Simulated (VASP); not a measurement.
# Si (Fmmm) in VASP: a series of runs

Si is run at these levels: PBEsol; tasks: single point.

All numbers are computed with VASP 6.6.1; they aren't measurements. Logs are shortened: lines on timing, memory, paths and dates and some standing lists are left out, and cuts for length are marked.

## 1. The cell of the first run

It takes space group Fmmm (No. 69, orthorhombic). The conventional cell has a = 3.837 Å, b = 8.019 Å, c = 8.895 Å, α = 90.00°, β = 90.00°, γ = 90.00°. Si (site symmetry m2m) has 5 Si at 2.14 to 2.87 Å within 2.9 Å. Si (site symmetry mm2) has 4 Si at 2.14 to 2.30 Å within 2.8 Å.

## 2. Single point, PBEsol

INCAR reads:

```
SYSTEM = Si
PREC     = Accurate       ! precision mode
ENCUT    = 520            ! plane-wave cutoff, eV
EDIFF    = 1E-6           ! SCF threshold, eV
ISMEAR   = 0              ! smearing method
SIGMA    = 0.03           ! smearing width, eV
LREAL    = .FALSE.        ! projectors in reciprocal space
LASPH    = .TRUE.         ! aspherical terms in the spheres
NELM     = 100            ! most SCF steps
ALGO     = Normal         ! electronic algorithm
ISIF     = 2              ! what is computed and relaxed
LWAVE    = .FALSE.        ! write WAVECAR
LCHARG   = .FALSE.        ! write CHGCAR
GGA      = PS             ! functional
NBANDS   = 16             ! bands
```

KPOINTS reads:

```
Automatic mesh
0
G
  10 10 10
  0 0 0
```

POSCAR reads:

```
Si
1.0
   -3.1449491516      3.1449491516      1.9186812134
    3.1449491516     -3.1449491516      1.9186812134
    2.8349890229      2.8349890229     -1.9186812134
Si
4
Direct
    0.1787304307      0.1787304307      0.3574608614
    0.8212695693      0.8212695693      0.6425391386
    0.1787304307      0.8212695693      0.0000000000
    0.8212695693      0.1787304307      0.0000000000
```

Potentials or basis: VASP PAW PBE potentials, release 64 (Si).

The run is started by

```sh
> cat potpaw_PBE.64/Si/POTCAR > POTCAR
> mpirun -np 1 vasp_std > vasp.out
```

OUTCAR:

```text
SYSTEM = Si
   PREC = Accurate
   ENCUT = 520
   EDIFF = 1E-6
   ISMEAR = 0
   LREAL = .FALSE.
   LASPH = .TRUE.
   NELM = 100
   ISIF = 2
   GGA = PS

 ion  position               nearest neighbor table
   1  0.179  0.179  0.357-   3 2.14   4 2.14   2 2.23   2 2.23   2 2.87
   2  0.821  0.821  0.643-   3 2.14   4 2.14   1 2.23   1 2.23   1 2.87
   3  0.179  0.821  0.000-   1 2.14   2 2.14   4 2.30   4 2.30
   4  0.821  0.179  0.000-   1 2.14   2 2.14   3 2.30   3 2.30

  LATTYP: Found a face centered orthorhombic cell.
 ALAT       =     3.8373624268
 B/A-ratio  =     2.0896019085
 C/A-ratio  =     2.3180660300

  Lattice vectors:

 A1 = (  -0.3099601287,   5.9799381745,  -0.0000000000)
 A2 = (  -3.1449491516,   3.1449491516,   1.9186812134)
 A3 = (   2.8349890229,   2.8349890229,   1.9186812134)

Analysis of symmetry for initial positions (statically):
=====================================================================
 Subroutine PRICEL returns:
 Original cell was already a primitive cell.

 Routine SETGRP: Setting up the symmetry group for a
 face centered orthorhombic supercell.

 Subroutine GETGRP returns: Found  8 space group operations
 (whereof  8 operations were pure point group operations)
 out of a pool of  8 trial point group operations.

The static configuration has the point symmetry D_2h.

Analysis of symmetry for dynamics (positions and initial velocities):
=====================================================================
 Subroutine PRICEL returns:
 Original cell was already a primitive cell.

 Routine SETGRP: Setting up the symmetry group for a
 face centered orthorhombic supercell.

 Subroutine GETGRP returns: Found  8 space group operations
 (whereof  8 operations were pure point group operations)
 out of a pool of  8 trial point group operations.

The dynamic configuration has the point symmetry D_2h.

 Subroutine INISYM returns: Found  8 space group operations
 (whereof  8 operations are pure point group operations),
 and found     1 'primitive' translations

----------------------------------------------------------------------------------------

                                     Primitive cell

  volume of cell :      68.4271

  direct lattice vectors                    reciprocal lattice vectors
    -3.144949152  3.144949152  1.918681213     0.008691222  0.167676304  0.260595661
     3.144949152 -3.144949152  1.918681213     0.167676304  0.008691222  0.260595661
     2.834989023  2.834989023 -1.918681213     0.176367526  0.176367526  0.000000000

  length of vectors
     4.843836076  4.843836076  4.444734314     0.310001579  0.310001579  0.249421347

  position of ions in fractional coordinates (direct lattice)
     0.178730431  0.178730431  0.357460861
     0.821269569  0.821269569  0.642539139
     0.178730431  0.821269569  0.000000000
     0.821269569  0.178730431  0.000000000

  ion indices of the primitive-cell ions
   primitive index   ion index
                 1           1
                 2           2
                 3           3
                 4           4

----------------------------------------------------------------------------------------

 KPOINTS: Automatic mesh

Automatic generation of k-mesh.
 Grid dimensions read from file:
 generate k-points for:   10   10   10

 Generating k-lattice:

  Cartesian coordinates                     Fractional coordinates (reciprocal lattice)
     0.000869122  0.016767630  0.026059566     0.100000000 -0.000000000  0.000000000
     0.016767630  0.000869122  0.026059566    -0.000000000  0.100000000  0.000000000
     0.017636753  0.017636753  0.000000000     0.000000000  0.000000000  0.100000000

  Length of vectors
     0.031000158  0.031000158  0.024942135

  Shift w.r.t. Gamma in fractional coordinates (k-lattice)
     0.000000000  0.000000000  0.000000000

 Subroutine IBZKPT returns following result:
 ===========================================

 Found    171 irreducible k-points:

 Following reciprocal coordinates:
            Coordinates               Weight
  0.000000  0.000000  0.000000      1.000000
  0.100000  0.000000 -0.000000      8.000000
  0.200000  0.000000 -0.000000      8.000000
  0.300000 -0.000000  0.000000      8.000000
  0.400000 -0.000000  0.000000      8.000000
  0.500000 -0.000000  0.000000      4.000000
[... 16 lines left out ...]
  0.300000  0.300000  0.000000      4.000000
  0.400000  0.300000  0.000000      8.000000
 [... further k-points ...]
   k-points           NKPTS =    171   k-points in BZ     NKDIM =    171   number of bands    NBANDS=     16
   number of dos      NEDOS =    301   number of ions     NIONS =      4
   total plane-waves  NPLWV =  46656
   dimension x,y,z NGX =    36 NGY =   36 NGZ =   36
   dimension x,y,z NGXF=    72 NGYF=   72 NGZF=   72
   ions per type =               4
   NGX,Y,Z   is equivalent  to a cutoff of  12.36, 12.36, 13.47 a.u.
   NGXF,Y,Z  is equivalent  to a cutoff of  24.71, 24.71, 26.93 a.u.
 SYSTEM =  Si
   PREC   = accura    normal or accurate (medium, high low for compatibility)
   ISTART =      0    job   : 0-new  1-cont  2-samecut
   ICHARG =      2    charge: 1-file 2-atom 10-const
   ISPIN  =      1    spin polarized calculation?
   LNONCOLLINEAR =      F non collinear calculations
   LSORBIT =      F    spin-orbit coupling
   LASPH  =      T    aspherical Exc in radial PAW
   ENCUT  =  520.0 eV  38.22 Ry    6.18 a.u.   9.01  9.01  8.26*2*pi/ulx,y,z
   NELM   =    100;   NELMIN=  2; NELMDL= -5     # of ELM steps
   EDIFF  = 0.1E-05   stopping-criterion for ELM
   LREAL  =      F    real-space projection
   EDIFFG = 0.1E-04   stopping-criterion for IOM
   NSW    =      0    number of steps for IOM
   IBRION =     -1    ionic relax: 0-MD 1-quasi-New 2-CG
   NFREE  =      0    steps in history (QN), initial steepest desc. (CG)
   ISIF   =      2    stress and relaxation
   ISYM   =      2    0-nonsym 1-usesym 2-fastsym
   POTIM  = 0.5000    time-step for ionic-motion
   TEBEG  =    0.0;   TEEND  =   0.0 temperature during run
   PSTRESS=    0.0 pullay stress
   NELECT =      16.0000    total number of electrons
   NUPDOWN=      -1.0000    fix difference up-down
   EMIN   =  10.00;   EMAX   =-10.00  energy-range for DOS
   EFERMI =   0.00;   METHOD = LEGACY
   ISMEAR =     0;   SIGMA  =   0.03  broadening in eV -4-tet -1-fermi 0-gaus
   EFERMI_NEDOS =   21; number of points for ismear=-14 and -15
   IALGO  =     38    algorithm
   IMIX   =      4    mixing-type and parameters
     AMIX     =   0.40;   BMIX     =  1.00
     AMIX_MAG =   1.60;   BMIX_MAG =  1.00
  volume/ion in A,a.u.               =      17.11       115.44
  Fermi-wavevector in a.u.,A,eV,Ry     =   1.008569  1.905919 13.839998  1.017211
  Thomas-Fermi vector in A             =   2.141444
   LORBIT       =      0    0 simple, 1 ext, 2 COOP (PROOUT), +10 PAW based schemes
   GGA     = PS    functional components
   LHFCALC =     F    Hartree Fock is set to
   AEXX    =    0.0000 exact exchange contribution
   IVDW    =     0    specifies the selected vdW correction
   LEPSILON=     F    determine dielectric tensor
   LRPA    =     F    only Hartree local field effects (RPA)
 non-spin polarized calculation
 Gauss-broadening in eV      SIGMA  =   0.03
  energy-cutoff  :      520.00
  volume of cell :       68.43
 maximum number of plane-waves:      1866
   NGX = 17   NGY = 17   NGZ = 17

 number of electron      16.0000000 magnetization

 Free energy of the ion-electron system (eV)
  ---------------------------------------------------
  ext. energy  EPLUGINS =         0.00000000
  ---------------------------------------------------
  free energy    TOTEN  =       -20.98528206 eV

  energy without entropy =      -20.98498621  energy(sigma->0) =      -20.98513414

 E-fermi :   7.5228     XC(G=0): -10.1150

 val. band max:        7.5185103517   @ k =  -0.3000   0.5000   0.3000
 cond. band min:       7.5472439330   @ k =  -0.4000   0.5000   0.3000
 fundamental gap:      0.0287335813
 Fermi energy:         7.5227594368

 k-point     1 :       0.0000    0.0000    0.0000
  band No.  band energies     occupation
      1      -6.0616      2.00000
      2       0.1824      2.00000
      3       0.9521      2.00000
      4       2.3157      2.00000
      5       2.9385      2.00000
      6       5.2499      2.00000
[... 8 lines left out ...]
     15      11.8150      0.00000
     16      14.7993      0.00000

 k-point     2 :       0.1000    0.0000   -0.0000
  band No.  band energies     occupation
      1      -5.9446      2.00000
      2      -0.0366      2.00000
      3       1.1322      2.00000
      4       2.0774      2.00000
      5       3.2315      2.00000
      6       4.7570      2.00000
[... 8 lines left out ...]
     15      11.8879      0.00000
     16      15.5212      0.00000

 k-point     3 :       0.2000    0.0000   -0.0000
  band No.  band energies     occupation
      1      -5.6010      2.00000
      2      -0.3030      2.00000
      3       0.7893      2.00000
      4       2.1695      2.00000
      5       3.3680      2.00000
      6       3.8104      2.00000
[... 8 lines left out ...]
     15      13.3646      0.00000
     16      15.4661      0.00000

 k-point     4 :       0.3000   -0.0000    0.0000
  band No.  band energies     occupation
      1      -5.0607      2.00000
      2      -0.4534      2.00000
      3      -0.0682      2.00000
      4       2.0274      2.00000
      5       2.8709      2.00000
      6       3.4255      2.00000
[... 8 lines left out ...]
     15      13.9129      0.00000
     16      14.7777      0.00000
[... 324 lines left out ...]
 k-point    22 :      -0.2000    0.2000    0.0000
  band No.  band energies     occupation
      1      -5.8233      2.00000
      2      -1.5107      2.00000
      3       2.0064      2.00000
      4       2.5010      2.00000
      5       3.9434      2.00000
      6       5.1697      2.00000
[... 8 lines left out ...]
     15      12.3790      0.00000
     16      15.7906      0.00000

 k-point    23 :       0.3000    0.3000    0.0000
  band No.  band energies     occupation
      1      -3.9920      2.00000
      2      -1.7461      2.00000
      3      -1.0737      2.00000
      4       1.7435      2.00000
      5       2.6278      2.00000
      6       4.2317      2.00000
[... 8 lines left out ...]
     15      14.4249      0.00000
     16      15.2337      0.00000

 k-point    24 :       0.4000    0.3000    0.0000
  band No.  band energies     occupation
      1      -4.3622      2.00000
      2      -2.3770      2.00000
      3      -0.2357      2.00000
      4       2.2898      2.00000
      5       2.9107      2.00000
      6       4.3172      2.00000
[... 8 lines left out ...]
     15      13.6128      0.00000
     16      14.3150      0.00000

 [... further k-points ...]

------------------------ aborting loop because EDIFF is reached ----------------------------------------

  FORCE on cell =-STRESS in cart. coord.  units (eV):
  Direction    XX          YY          ZZ          XY          YZ          ZX
  --------------------------------------------------------------------------------------
  -------------------------------------------------------------------------------------
  Total       15.3488360     15.3488360      4.9061169     -0.8467135      0.0000000      0.0000000
  in kB      359.3835576    359.3835576    114.8737113    -19.8252765      0.0000000      0.0000000
  external PRESSURE =     277.8802755 kB  Pullay stress =       0.0000000 kB

 VOLUME and BASIS-vectors are now :
 -----------------------------------------------------------------------------
  energy-cutoff  :      520.00
  volume of cell :       68.43
      direct lattice vectors                 reciprocal lattice vectors
    -3.144949152  3.144949152  1.918681213     0.008691222  0.167676304  0.260595661
     3.144949152 -3.144949152  1.918681213     0.167676304  0.008691222  0.260595661
     2.834989023  2.834989023 -1.918681213     0.176367526  0.176367526  0.000000000

 POSITION                                       TOTAL-FORCE (eV/Angst)
 -----------------------------------------------------------------------------------
      1.01340      1.01340      0.00000         1.607169      1.607169      0.000000
      1.82159      1.82159      1.91868        -1.607169     -1.607169     -0.000000
      2.02075     -2.02075      1.91868        -2.655987      2.655987     -0.000000
     -2.02075      2.02075      1.91868         2.655987     -2.655987      0.000000
 -----------------------------------------------------------------------------------
    total drift:                               -0.000000     -0.000000     -0.000000

  FREE ENERGIE OF THE ION-ELECTRON SYSTEM (eV)
  ---------------------------------------------------
  free  energy   TOTEN  =       -20.9852820631 eV

  energy  without entropy=      -20.9849862101  energy(sigma->0) =      -20.98513414
```

Run time: 2.3 min. Hardware: 1 thread of AMD EPYC 9R45 (Zen 5), shared host; peak memory 0.25 GiB.

Results:

| Property | Result |
| --- | --- |
| Free energy | -20.9853 eV |
| Pressure | 27.8 GPa |
| Largest force | 3.756 eV/Å |
| Band gap on the k mesh | zero (bands 8 and 9 overlap by 0.66 eV) |

Forces in eV/Å, atoms in the order of the input:
```
Si   1.607  1.607  0.000
Si  -1.607 -1.607  0.000
Si  -2.656  2.656  0.000
Si   2.656 -2.656  0.000
```

Levels at points of the mesh, in eV from the Fermi level:
| k point | band 5 | band 6 | band 7 | band 8 | band 9 | band 10 | band 11 | band 12 |
| --- | --- | --- | --- | --- | --- | --- | --- | --- |
| (0.00, 0.00, 0.00) | -4.58 | -2.27 | -1.76 | -0.72 | 0.27 | 1.58 | 1.85 | 2.94 |
| (0.50, 0.00, 0.00) | -5.16 | -4.13 | -2.82 | -1.08 | 0.77 | 2.62 | 3.51 | 4.37 |
| (0.50, 0.50, 0.00) | -2.65 | -2.63 | -2.49 | -1.63 | 1.19 | 1.36 | 1.90 | 3.83 |
| (0.00, 0.00, 0.50) | -3.54 | -3.32 | -2.19 | -1.71 | 0.57 | 1.24 | 3.13 | 4.64 |
| (0.50, 0.50, 0.50) | -4.29 | -0.93 | -0.33 | -0.08 | 1.23 | 3.63 | 4.02 | 4.53 |

Caveat: the stress differs along the axes, from 11 to 36 GPa; semilocal functionals underestimate gaps, and a narrow one can read as zero; the PAW data sets were made with another functional, which shifts forces and pressure a little.

(Part 1 of 2 ends here.)

The gap in the log of VASP goes by the Fermi energy; the results here count the filled bands.